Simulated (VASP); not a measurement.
# Mg2Si3N3 (Cmm2) in VASP: a series of runs, part 2 of 2

VASP 6.6.1.

## Step 3: Relaxation of cell and atoms, PBE

File INCAR:

```
  PREC = Accurate
  ENCUT = 600
  EDIFF = 1E-7
  ISMEAR = 0
  SIGMA = 0.1
  LREAL = False
  LASPH = True
  NELM = 120
  ALGO = Normal
  ISIF = 3
  LWAVE = False
  LCHARG = False
  GGA = PE
  IBRION = 2
  NSW = 100
  EDIFFG = -0.01
  GGA_COMPAT = False
  NELMIN = 4
```

File KPOINTS:

```
Automatic mesh
0
Gamma
  8 8 6
```

File POSCAR:

```
Mg2Si3N3
1.0
    2.9668040161     -3.3987123551      0.0000000000
    2.9668040161      3.3987123551      0.0000000000
    0.0000000000      0.0000000000      5.5680548275
Mg Si N
2 3 3
Direct
    0.7509988078      0.7509988078      0.6812016176
    0.2490011922      0.2490011922      0.6812016176
    0.7231645090      0.2768354910      0.2783554346
    0.0000000000      0.0000000000      0.0430399235
    0.2768354910      0.7231645090      0.2783554346
    0.5000000000      0.5000000000      0.1103728691
    0.0000000000      0.5000000000      0.4637365515
    0.5000000000      0.0000000000      0.4637365515
```

Potentials or basis: VASP PAW PBE potentials, release 64 (Mg, Si, N).

Started as:

```bash
cat potpaw_PBE.64/Mg/POTCAR potpaw_PBE.64/Si/POTCAR potpaw_PBE.64/N/POTCAR > POTCAR
mpirun -np 1 vasp_std > vasp.out
```

OUTCAR:

```text
PREC = Accurate
   ENCUT = 600
   EDIFF = 1E-7
   ISMEAR = 0
   LREAL = False
   LASPH = True
   NELM = 120
   ISIF = 3
   GGA = PE
   IBRION = 2
   NSW = 100
   EDIFFG = -0.01
   NELMIN = 4

 ion  position               nearest neighbor table
   1  0.751  0.751  0.681-   7 2.09   8 2.09   4 2.50   2 2.95   2 2.98   5 3.09   3 3.09   3 3.28
                             5 3.28   2 3.40   2 3.40
   2  0.249  0.249  0.681-   7 2.09   8 2.09   4 2.50   1 2.95   1 2.98   3 3.09   5 3.09   5 3.28
                             3 3.28   1 3.40   1 3.40
   3  0.723  0.277  0.278-   6 1.78   7 1.82   8 1.82   4 2.29   5 2.99   5 2.99   5 3.03   1 3.09
                             2 3.09   1 3.28   2 3.28
   4  0.000  0.000  0.043-   3 2.29   5 2.29   1 2.50   2 2.50
   5  0.277  0.723  0.278-   6 1.78   7 1.82   8 1.82   4 2.29   3 2.99   3 2.99   3 3.03   1 3.09
                             2 3.09   1 3.28   2 3.28
   6  0.500  0.500  0.110-   3 1.78   5 1.78
   7  0.000  0.500  0.464-   3 1.82   5 1.82   1 2.09   2 2.09
   8  0.500  0.000  0.464-   3 1.82   5 1.82   1 2.09   2 2.09

  LATTYP: Found a base centered orthorhombic cell.
 ALAT       =     5.9336080322
 B/A-ratio  =     1.1455803405
 C/A-ratio  =     0.9383927616

  Lattice vectors:

 A1 = (   2.9668040161,  -3.3987123551,   0.0000000000)
[... 197 lines left out ...]
  -------------------------------------------------------------------------------------
  Total       -0.3560172     -0.0249080     -0.0230163      0.0000000      0.0000000      0.0000000
  in kB       -5.0797786     -0.3553959     -0.3284044      0.0000000      0.0000000      0.0000000
  external PRESSURE =      -1.9211930 kB  Pullay stress =       0.0000000 kB
[... 197 lines left out ...]
--------------------------------------- Ionic step        6  -------------------------------------------

 number of electron      31.0000002 magnetization

 Free energy of the ion-electron system (eV)
  ---------------------------------------------------
  ext. energy  EPLUGINS =         0.00000000
  ---------------------------------------------------
  free energy    TOTEN  =       -47.35165431 eV

  energy without entropy =      -47.34493589  energy(sigma->0) =      -47.34829510

 E-fermi :   6.0410     XC(G=0):  -9.8819

 val. band max:        6.0370802314   @ k =  -0.2500   0.1250   0.0000
 cond. band min:       6.0761207648   @ k =   0.3750   0.3750   0.0000
 fundamental gap:      0.0390405334
 Fermi energy:         6.0410069646

 k-point     1 :       0.0000    0.0000    0.0000
  band No.  band energies     occupation
      1     -11.3815      2.00000
      2      -9.1861      2.00000
      3      -9.0263      2.00000
      4      -3.4261      2.00000
      5      -2.6451      2.00000
      6      -0.9040      2.00000
[... 541 lines left out ...]
     19       8.2714      0.00000
     20       9.3924      0.00000

 [... further k-points ...]

------------------------ aborting loop because EDIFF is reached ----------------------------------------

  FORCE on cell =-STRESS in cart. coord.  units (eV):
  Direction    XX          YY          ZZ          XY          YZ          ZX
  --------------------------------------------------------------------------------------
  -------------------------------------------------------------------------------------
  Total        0.0171080     -0.0154677     -0.0232865      0.0000000      0.0000000      0.0000000
  in kB        0.2446224     -0.2211676     -0.3329671      0.0000000      0.0000000      0.0000000
  external PRESSURE =      -0.1031708 kB  Pullay stress =       0.0000000 kB
[... 23 lines left out ...]
  FREE ENERGIE OF THE ION-ELECTRON SYSTEM (eV)
  ---------------------------------------------------
  free  energy   TOTEN  =       -47.3516543056 eV

  energy  without entropy=      -47.3449358893  energy(sigma->0) =      -47.34829510

 reached required accuracy - stopping structural energy minimisation
```

OSZICAR:

```text
N       E                     dE             d eps       ncg     rms          rms(c)
DAV:   1     0.143260402555E+03    0.14326E+03   -0.14355E+04  3360   0.146E+03
DAV:   2    -0.390399988127E+02   -0.18230E+03   -0.17469E+03  4640   0.256E+02
DAV:   3    -0.542680390299E+02   -0.15228E+02   -0.15066E+02  4084   0.838E+01
[... 50 lines left out ...]
DAV:   1    -0.473516509490E+02   -0.26653E-04   -0.40729E-03  3360   0.472E-01    0.135E-02
DAV:   2    -0.473516556074E+02   -0.46585E-05   -0.75533E-05  4216   0.548E-02    0.706E-03
DAV:   3    -0.473516546115E+02    0.99591E-06   -0.27923E-06  4084   0.140E-02    0.383E-03
DAV:   4    -0.473516543201E+02    0.29145E-06   -0.17889E-06  4080   0.852E-03    0.145E-03
DAV:   5    -0.473516543056E+02    0.14503E-07   -0.29247E-07  3400   0.428E-03
   6 F= -.47351654E+02 E0= -.47348295E+02  d E =-.300157E-04
```

CONTCAR:

```text
Mg2Si3N3
   1.00000000000000
     2.9590651719792826   -3.3989538032666191    0.0000000000000000
     2.9590651719792826    3.3989538032666191    0.0000000000000000
     0.0000000000000000    0.0000000000000000    5.5703713639786976
  Mg              Si              N
     2     3     3
Direct
     0.7512242389441025    0.7512242389441025    0.6809688096210831
     0.2487757610558977    0.2487757610558977    0.6809688096210831
     0.7229781371161683    0.2770218628838317    0.2784722516684964
     0.0000000000000000    1.0000000000000000    0.0438228135163458
     0.2770218628838317    0.7229781371161683    0.2784722516684964
     0.5000000000000000    0.5000000000000000    0.1093289449997875
     0.0000000000000000    0.5000000000000000    0.4639830594523539
     0.5000000000000000    1.0000000000000000    0.4639830594523539

  0.00000000E+00  0.00000000E+00  0.00000000E+00
  0.00000000E+00  0.00000000E+00  0.00000000E+00
  0.00000000E+00  0.00000000E+00  0.00000000E+00
  0.00000000E+00  0.00000000E+00  0.00000000E+00
  0.00000000E+00  0.00000000E+00  0.00000000E+00
  0.00000000E+00  0.00000000E+00  0.00000000E+00
  0.00000000E+00  0.00000000E+00  0.00000000E+00
  0.00000000E+00  0.00000000E+00  0.00000000E+00
```

It took 9.5 min on 1 thread of Intel Xeon Platinum 8488C (Sapphire Rapids), shared host; peak memory 0.39 GiB.

What came out:

```
Free energy                           : -47.3517 eV
Relaxed volume                        : 14.01 Å³/atom
Relaxed cell                          : a = 4.507 Å, b = 4.507 Å, c = 5.570 Å, α = 90.00°, β = 90.00°, γ = 97.92°
Space group after relaxing (to 0.1 Å) : Cmm2 (No. 35)
Energy gained by relaxing             : 0.1 meV/atom
Ionic steps                           : 6
Pressure after relaxing               : 0.0 GPa
Largest force after relaxing          : 0.009 eV/Å
Band gap on the k mesh                : zero (an odd number of electrons rules out a gap without spin polarisation)
```

Forces on the atoms (eV/Å):
```
Mg   0.004  0.000  0.004
Mg  -0.004  0.000  0.004
Si   0.000 -0.002 -0.003
Si   0.000  0.000  0.009
Si   0.000  0.002 -0.003
N    0.000  0.000 -0.007
N    0.000  0.000 -0.002
N    0.000  0.000 -0.002
```

The path:
| step | energy change (eV) | largest force (eV/Å) | pressure (GPa) | volume (Å³) |
| --- | --- | --- | --- | --- |
| 1 | 0.0000 | 0.0552 | -0.19 | 112.29 |
| 2 | -0.0006 | 0.0436 | 0.08 | 112.02 |
| 3 | -0.0006 | 0.0371 | 0.06 | 112.04 |
| 4 | -0.0007 | 0.0159 | 0.01 | 112.04 |
| 5 | -0.0008 | 0.0140 | 0.00 | 112.04 |
| 6 | -0.0008 | 0.0091 | -0.01 | 112.05 |

Final structure:
```yaml
crystal:
  lattice:
    - [2.95907, -3.39895, 0.00000]
    - [2.95907, 3.39895, 0.00000]
    - [0.00000, 0.00000, 5.57037]
  atoms:
    - { symbol: Mg, position: [0.75122, 0.75122, 0.68097] }
    - { symbol: Mg, position: [0.24878, 0.24878, 0.68097] }
    - { symbol: Si, position: [0.72298, 0.27702, 0.27847] }
    - { symbol: Si, position: [0.00000, 0.00000, 0.04382] }
    - { symbol: Si, position: [0.27702, 0.72298, 0.27847] }
    - { symbol: N, position: [0.50000, 0.50000, 0.10933] }
    - { symbol: N, position: [0.00000, 0.50000, 0.46398] }
    - { symbol: N, position: [0.50000, 0.00000, 0.46398] }
```
